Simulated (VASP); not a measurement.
# BaTiO3: single point with r2SCAN+U

BaTiO3:

```xyz
5
Lattice="3.9855 0.0000 0.0000 0.0000 2.8369 2.8451 0.0000 -2.8369 2.8451" Properties=species:S:1:pos:R:3 pbc="T T T"
Ba    0.0000    0.0000    0.0000
Ti    1.9928    0.0000    2.9157
O     0.0000    0.0000    2.7735
O     1.9928   -1.3804    4.2594
O     1.9928    1.3804    4.2594
```

```
Program             : VASP 6.6.1
Task                : single point
Functional          : r2SCAN
Potentials or basis : VASP PAW PBE potentials, release 64 (Ba_sv, Ti_sv, O)
Cutoff              : 520 eV
k mesh              : 6 × 6 × 6
Occupations         : methfessel-paxton, width 0.01 eV
Spin                : no spin polarisation
Hubbard terms       : Ti d U = 4.5 eV
```

```
Pressure               : 4.8 GPa
Largest force          : 0.595 eV/Å
Band gap on the k mesh : 2.83 eV (least direct gap 3.09 eV)
```

Forces on the atoms (eV/Å):
```
Ba   0.000  0.000  0.178
Ti   0.000  0.000 -0.595
O    0.000  0.000  0.286
O    0.000 -0.327  0.065
O    0.000  0.327  0.065
```

Stress tensor (GPa, compression positive):
```
4.90 0.00 0.00
0.00 5.10 0.00
0.00 0.00 4.37
```

Levels at points of the mesh, in eV from the valence-band top:
| k point | band 17 | band 18 | band 19 | band 20 | band 21 | band 22 | band 23 | band 24 |
| --- | --- | --- | --- | --- | --- | --- | --- | --- |
| (0.00, 0.00, 0.00) | -1.14 | -0.35 | -0.30 | -0.26 | 2.83 | 2.87 | 2.99 | 4.35 |
| (0.50, 0.00, 0.00) | -1.73 | -1.67 | -0.92 | -0.88 | 3.05 | 4.34 | 4.43 | 4.52 |
| (0.00, 0.50, 0.00) | -1.74 | -1.63 | -0.89 | -0.85 | 3.09 | 4.39 | 4.46 | 4.49 |
| (0.50, 0.50, 0.00) | -1.95 | -0.93 | -0.92 | -0.09 | 4.49 | 4.50 | 4.93 | 5.11 |
| (0.00, 0.50, 0.50) | -1.88 | -0.95 | -0.91 | -0.14 | 4.48 | 4.53 | 4.92 | 5.24 |
| (0.50, 0.50, 0.50) | -2.30 | -0.05 | -0.01 | 0.00 | 5.11 | 5.16 | 5.17 | 7.19 |

Eigenvalues of the final occupation matrices:
```tsv
site	spin	trace	eigenvalues
site 2 d	1	0.76	0.09 0.10 0.10 0.23 0.24
site 2 d	2	0.76	0.09 0.10 0.10 0.23 0.24
```

Wall time 4 min on 1 thread of Intel(R) Xeon(R) Platinum 8488C (Sapphire Rapids), on a shared host, peak memory 0.24 GiB.

Caveat: the cell stands under pressure; the PAW data sets were made with another functional, which shifts forces and pressure a little; spin-orbit coupling is left out, which moves the levels of the heavy elements. A k mesh can miss the band edges.
